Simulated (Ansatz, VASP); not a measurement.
## Sb3Au: VASP beside Ansatz

The input INCAR:

```
ALGO = Normal ; EDIFF = 1E-8
ENCUT = 520 ; GGA = CA
ISIF = 2 ; ISMEAR = -1
LASPH = True ; LCHARG = False
LEFG = True ; LREAL = False
LWAVE = False ; NBANDS = 21
NELM = 60 ; PREC = Accurate
SIGMA = 0.05
```

The input KPOINTS:

```
k-points
0
Gamma
  10 10 10
```

File POSCAR:

```
Sb3Au
1.0
   -2.9989138824      2.9989138824      2.9989138824
    2.9989138824     -2.9989138824      2.9989138824
    2.9989138824      2.9989138824     -2.9989138824
Sb Au
3 1
Direct
    0.0000000000      0.5000000000      0.5000000000
    0.5000000000      0.0000000000      0.5000000000
    0.5000000000      0.5000000000      0.0000000000
    0.0000000000      0.0000000000      0.0000000000
```

Input for Ansatz:

```yaml
crystal:
  lattice:
    - [-2.9989138824, 2.9989138824, 2.9989138824]
    - [2.9989138824, -2.9989138824, 2.9989138824]
    - [2.9989138824, 2.9989138824, -2.9989138824]
  atoms:
    - { symbol: Sb, position: [0.0, 0.5, 0.5] }
    - { symbol: Sb, position: [0.5, 0.0, 0.5] }
    - { symbol: Sb, position: [0.5, 0.5, 0.0] }
    - { symbol: Au, position: [0.0, 0.0, 0.0] }
kpoints:
  mp_grid: { grid: [10, 10, 10] }
scf:
  occupations: { method: fermi_dirac, width: 0.05 }
hamiltonian:
  xc: lda
  pseudopotentials: { kind: all_electron, datasets: crystal }
output:
  forces: true
  stress: true
  eigenvalues: true
  efg: { contact_densities: true }
```

Change from the starting cell: volume scaled by 0.96, crystal datasets.

Alike in both runs: task electric field gradients; functional LDA; k mesh 10 × 10 × 10; occupations fermi-dirac, width 0.05 eV; no spin polarisation.

|  | VASP | Ansatz |
| --- | --- | --- |
| version | VASP 6.6.1 | Ansatz 0.2.0 |
| potentials or method | VASP PAW LDA potentials, release 64 (Sb, Au), cutoff 520 eV | all-electron PAW with datasets made for the crystal, scalar-relativistic |

Ansatz gave:

- pressure (GPa): -6.0
- size of Vzz on the site where it differs most (V/Å²): 12.1

Which values does VASP return?

Pressure (GPa): -5.8; size of Vzz on the site where it differs most (V/Å²): 3.0.

LDA's correlation is that of Perdew and Zunger in VASP and of Perdew and Wang (1992) in Ansatz. Ansatz ran all-electron here, and VASP with PAW potentials.

Neither program's run includes spin-orbit coupling.
